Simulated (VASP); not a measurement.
The system is MnO.

```
Mn O
1.0
     0.00000    2.22240    2.22240
     2.22240    0.00000    2.22240
     2.22240    2.22240    0.00000
Mn O
1 1
Direct
  0.00000 0.00000 0.00000
  0.50000 0.50000 0.50000
```

Base run:

* Program: VASP 6.6.1
* Functional: PBE
* Potentials or basis: VASP PAW PBE potentials, release 64 (Mn_pv, O)
* Cutoff: 600 eV
* k mesh: 7 × 7 × 7
* Occupations: fermi-dirac, width 0.1 eV
* Spin: no spin polarisation

Its results: pressure -32.4 GPa.

**Question.** The run is repeated on the same cell with these changes: occupations from fermi-dirac, width 0.1 eV to fermi-dirac, width 0.05 eV. What comes out?

**Answer.** Pressure -33.5 GPa.

Caveats: an odd number of electrons without spin polarisation forces a metal; a magnetic or distorted state may lie lower; the run has no spin polarisation, though such a crystal can be magnetic.
